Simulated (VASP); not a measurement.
**Co: relaxation of cell and atoms with BLYP+D3(BJ)**

Co:

```xyz
2
Lattice="2.4720 0.0000 0.0000 -1.2360 2.1408 0.0000 0.0000 0.0000 4.0211" Properties=species:S:1:pos:R:3 pbc="T T T"
Co    1.2360    0.7136    3.0159
Co    0.0000    1.4272    1.0053
```

* Program: VASP 6.6.1
* Task: relaxation of cell and atoms
* Functional: BLYP
* Dispersion: D3(BJ)
* Potentials or basis: VASP PAW PBE potentials, release 64 (Co)
* Cutoff: 600 eV
* k mesh: 12 × 12 × 7
* Occupations: fermi-dirac, width 0.05 eV
* Spin: collinear spin, ferromagnetic start
* Starting moments: [2.0, 2.0] μB
* Dipole correction: no
* Further INCAR settings: ALGO = Normal; EDIFF = 1e-07; IBRION = 2; EDIFFG = -0.005; NSW = 80; ISIF = 3

| Item | Value |
| --- | --- |
| Relaxed volume | 10.55 Å³/atom |
| Relaxed cell | a = 2.472 Å, b = 2.472 Å, c = 3.984 Å, α = 90.00°, β = 90.00°, γ = 120.00° |
| Space group after relaxing (to 0.05 Å) | P6_3/mmc (No. 194) |
| Energy gained by relaxing | 1.1 meV/atom |
| Ionic steps | 4 |
| Pressure after relaxing | 0.0 GPa |
| Net moment | 3.09 μB per cell |
| Site moments | Co +1.55 μB |
| Valence electrons inside the program's atomic spheres | Co 8.36 |
| Dispersion energy per atom | -0.982 eV |

The path:
| step | energy change (eV) | largest force (eV/Å) | pressure (GPa) | volume (Å³) |
| --- | --- | --- | --- | --- |
| 1 | 0.0000 | 0.0000 | -1.92 | 21.28 |
| 2 | -0.0010 | 0.0000 | 2.12 | 20.89 |
| 3 | -0.0020 | 0.0000 | 0.38 | 21.05 |
| 4 | -0.0023 | 0.0000 | -0.01 | 21.09 |

Final structure:
```cif
data_structure
_symmetry_space_group_name_H-M 'P 1'
_symmetry_Int_Tables_number 1
_cell_length_a 2.4724
_cell_length_b 2.4724
_cell_length_c 3.9842
_cell_angle_alpha 90.000
_cell_angle_beta 90.000
_cell_angle_gamma 120.000
_cell_volume 21.09
loop_
_atom_site_label
_atom_site_type_symbol
_atom_site_fract_x
_atom_site_fract_y
_atom_site_fract_z
_atom_site_occupancy
Co1 Co 0.66667 0.33333 0.75000 1
Co2 Co 0.33333 0.66667 0.25000 1
```

Levels at points of the mesh, in eV from the Fermi level:
Spin up:
| k point | band 9 | band 10 | band 11 | band 12 | band 13 | band 14 |
| --- | --- | --- | --- | --- | --- | --- |
| (0.00, 0.00, 0.00) | -1.89 | -0.71 | -0.71 | 0.20 | 6.76 | 22.53 |
| (0.50, 0.00, 0.00) | -0.47 | -0.43 | 1.53 | 3.58 | 10.10 | 10.71 |
Spin down:
```
           k point  band 4  band 5  band 6  band 7  band 8  band 9  band 10  band 11
(0.00, 0.00, 0.00)   -1.05   -1.05   -0.67   -0.67   -0.25   -0.25     0.20     1.04
(0.50, 0.00, 0.00)   -1.74   -1.23   -1.07   -0.65    1.17    1.32     1.34     2.68
```

Wall time 110 s on 1 thread of Intel(R) Xeon(R) Platinum 8559C (Emerald Rapids) (shared host), peak memory 0.19 GiB.

Caveat: the PAW data sets were made with another functional, which shifts forces and pressure a little; pairwise dispersion overbinds metals, which lowers pressure and volume.
